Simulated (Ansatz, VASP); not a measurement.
# One calculation of Nb, two programs

File INCAR:

```
SYSTEM = Nb
PREC = Accurate
ENCUT = 520
EDIFF = 1E-6
ISMEAR = 1
SIGMA = 1.0
LREAL = .FALSE.
LASPH = .TRUE.
NELM = 80
ALGO = Normal
ISIF = 2
LWAVE = .FALSE.
LCHARG = .FALSE.
NBANDS = 12
```

KPOINTS

```
regular mesh
0
G
  14 14 14
  0 0 0
```

The input POSCAR:

```
Nb
1.0
   -1.6231103068      1.6231103068      1.6231103068
    1.6231103068     -1.6231103068      1.6231103068
    1.6231103068      1.6231103068     -1.6231103068
Nb
1
Direct
    0.0000000000      0.0000000000      0.0000000000
```

Input for Ansatz:

```yaml
crystal:
  lattice:
    - [-1.6231103068, 1.6231103068, 1.6231103068]
    - [1.6231103068, -1.6231103068, 1.6231103068]
    - [1.6231103068, 1.6231103068, -1.6231103068]
  atoms:
    - { symbol: Nb, position: [0.0, 0.0, 0.0] }
hamiltonian:
  xc: lda
  pseudopotentials:
    kind: paw
    azcp:
      Nb: "pseudopotentials/Nb.paw.azcp"
basis:
  ecutwfc: 420
  fft_grid_basis: typed
kpoints:
  mp_grid: { grid: [14, 14, 14], shift: [0, 0, 0] }
magnetization:
  spin_polarized: false
scf:
  occupations: { method: methfessel_paxton, width: 1.0 }
  lower_state_search: "off"
output:
  stress: true
  write_density: true
  write_potential: true
  elf: true
  volumetric_format: npy
```

Alike in both runs: task single point; functional LDA; k mesh 14 × 14 × 14; occupations methfessel-paxton of order 1, width 1 eV; no spin polarisation.

|  | VASP | Ansatz |
| --- | --- | --- |
| version | VASP 6.6.1 | Ansatz 0.2.0 |
| potentials or method | VASP PAW LDA potentials, release 64 (Nb_sv), cutoff 520 eV | plane waves (420 eV) with PAW, scalar-relativistic |
| valence electrons in the cell | 13 | 13 |

Ansatz gave:

```
pressure (GPa) : 0.3
```

What did VASP give for the same quantities?

Pressure (GPa): 0.1.

Ansatz warns that its potentials were made for another functional, while VASP's fit it. LDA's correlation is that of Perdew and Zunger in VASP and of Perdew and Wang (1992) in Ansatz.
